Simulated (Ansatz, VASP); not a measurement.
Two plane-wave programs on Ba

```
Ba
1.0
    -2.46817    2.46817    2.46817
     2.46817   -2.46817    2.46817
     2.46817    2.46817   -2.46817
Ba
1
Direct
  0.00000 0.00000 0.00000
```

Alike in both runs: task single point; functional RPBE; k mesh 14 × 14 × 14; occupations fermi-dirac, width 0.1 eV; no spin polarisation.

|  | VASP | Ansatz |
| --- | --- | --- |
| version | VASP 6.6.1 | Ansatz 0.2.0 |
| potentials or method | VASP PAW PBE potentials, release 64 (Ba_sv), cutoff 520 eV | plane waves (420 eV) with PAW, scalar-relativistic |
| valence electrons in the cell | 10 | 10 |

Ansatz gave:

* pressure (GPa): 1.2

Question: Estimate VASP's values.

Answer: Pressure (GPa): 1.3.

VASP's potentials were made for PBE, not for RPBE.

Neither program's run includes spin-orbit coupling.
